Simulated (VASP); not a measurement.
Write the native input for VASP 6.6.1 that does the following.

```
Task                   : relaxation of cell and atoms
Functional             : r2SCAN
Potentials or basis    : VASP PAW PBE potentials, release 64 (Mg, S)
Cutoff                 : 600 eV
k mesh                 : 8 × 8 × 8
Occupations            : fermi-dirac, width 0.02 eV
Spin                   : no spin polarisation
Dipole correction      : no
Further INCAR settings : ALGO = Normal; EDIFF = 1e-07; IBRION = 2; EDIFFG = -0.005; NSW = 80; ISIF = 3
```

MgS:

```
Mg S
1.0
     3.27402    0.00000    0.00000
     0.00000    3.27402    0.00000
     0.00000    0.00000    3.27402
Mg S
1 1
Direct
  0.00000 0.00000 0.00000
  0.50000 0.50000 0.50000
```

These files were run (other wordings do the same):

POSCAR

```
MgS
1.0
    3.2740189688      0.0000000000      0.0000000000
    0.0000000000      3.2740189688      0.0000000000
    0.0000000000      0.0000000000      3.2740189688
Mg S
1 1
Direct
    0.0000000000      0.0000000000      0.0000000000
    0.5000000000      0.5000000000      0.5000000000
```

INCAR.step1

```
PREC = Accurate
ENCUT = 600
ISMEAR = -1
SIGMA = 0.02
LREAL = False
LASPH = True
NELM = 60
GGA = PE
ALGO = Normal
EDIFF = 1E-4
LWAVE = True
LCHARG = False
```

INCAR.step2

```
PREC = Accurate
ENCUT = 600
EDIFF = 1E-7
ISMEAR = -1
SIGMA = 0.02
LREAL = False
LASPH = True
NELM = 60
ALGO = Normal
ISIF = 3
LWAVE = False
LCHARG = False
METAGGA = R2SCAN
LMIXTAU = True
IBRION = 2
NSW = 80
EDIFFG = -0.005
ISTART = 1
```

KPOINTS

```
Automatic mesh
0
Gamma
  8 8 8
```

Potentials or basis: VASP PAW PBE potentials, release 64 (Mg, S).

Command:

```console
$ cat potpaw_PBE.64/Mg/POTCAR potpaw_PBE.64/S/POTCAR > POTCAR
$ cp INCAR.step1 INCAR
$ mpirun -np 1 vasp_std > vasp.out
$ cp INCAR.step2 INCAR
$ mpirun -np 1 vasp_std > vasp.out
```

It gave:

| Property | Result |
| --- | --- |
| Relaxed volume | 17.27 Å³/atom |
| Relaxed cell | a = 3.257 Å, b = 3.257 Å, c = 3.257 Å, α = 90.00°, β = 90.00°, γ = 90.00° |
| Space group after relaxing (to 0.1 Å) | Pm-3m (No. 221) |
| Energy gained by relaxing | 1.1 meV/atom |
| Ionic steps | 3 |
| Pressure after relaxing | 0.0 GPa |
| Band gap on the k mesh | 0.13 eV (least direct gap 0.16 eV) |

Caveat: the PAW data sets were made with another functional, which shifts forces and pressure a little.

Wall time 3.7 min on 1 thread of Intel Xeon 8259CL, on a shared host, peak memory 0.17 GiB.
